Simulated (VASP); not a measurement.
The system is Sb.

```
Sb
1.0
     3.11729    0.00000    0.00000
     0.00000    3.11729    0.00000
     0.00000    0.00000    3.11729
Sb
1
Direct
  0.00000 0.00000 0.00000
```

This isn't the form of Sb at room conditions, which is rhombohedral.

Base run:

```yaml
Program: VASP 6.6.1
Functional: PBE0
Potentials_or_basis: VASP PAW PBE potentials, release 64 (Sb_d_GW)
Cutoff: 400 eV
k_mesh: 6 × 6 × 6
Occupations: fermi-dirac, width 0.05 eV
Spin: no spin polarisation
```

Its results: band gap on the k mesh zero (an odd number of electrons rules out a gap without spin polarisation); pressure -1.4 GPa.

Q: The run is repeated on the same cell with these changes: functional from PBE0 to r2SCAN0; cutoff from 400 eV to 440 eV; k mesh from 6 × 6 × 6 to 4 × 4 × 4. What comes out?

A: Band gap on the k mesh zero (an odd number of electrons rules out a gap without spin polarisation); pressure -4.5 GPa.

Several settings changed at once.

Caveats: some runs use coarse meshes; the PAW data sets were made with another functional, which shifts forces and pressure a little; spin-orbit coupling is left out, which moves the levels of the heavy elements; an odd number of electrons without spin polarisation forces a metal; a magnetic or distorted state may lie lower.
